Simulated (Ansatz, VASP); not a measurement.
**BaZrO3 in VASP and in Ansatz**

```
Ba Zr O
1.0
     4.14943    0.00000    0.00000
     0.00000    4.14943    0.00000
     0.00000    0.00000    4.27644
Ba Zr O
1 1 3
Direct
  0.00000 0.00000 0.00000
  0.50000 0.50000 0.50000
  0.00000 0.50000 0.50000
  0.50000 0.00000 0.50000
  0.50000 0.50000 0.00000
```

Alike in both runs: task single point; functional PBE; k mesh 6 × 6 × 6; occupations gaussian, width 0.05 eV; no spin polarisation.

|  | VASP | Ansatz |
| --- | --- | --- |
| version | VASP 6.6.1 | Ansatz 0.2.0 |
| potentials or method | VASP PAW PBE potentials, release 64 (Ba_sv, Zr_sv, O), cutoff 520 eV | plane waves, PAW |
| valence electrons in the cell | 40 | 40 |

VASP gave:

| Quantity | Value |
| --- | --- |
| pressure (GPa) | 5.3 |
| traceless stress, the component that is largest in VASP (GPa) | -4.66 |

Q: Which values does Ansatz return?

A: Pressure (GPa): 4.3; traceless stress, the component that is largest in VASP (GPa): -4.56.

Spin-orbit coupling is off throughout.
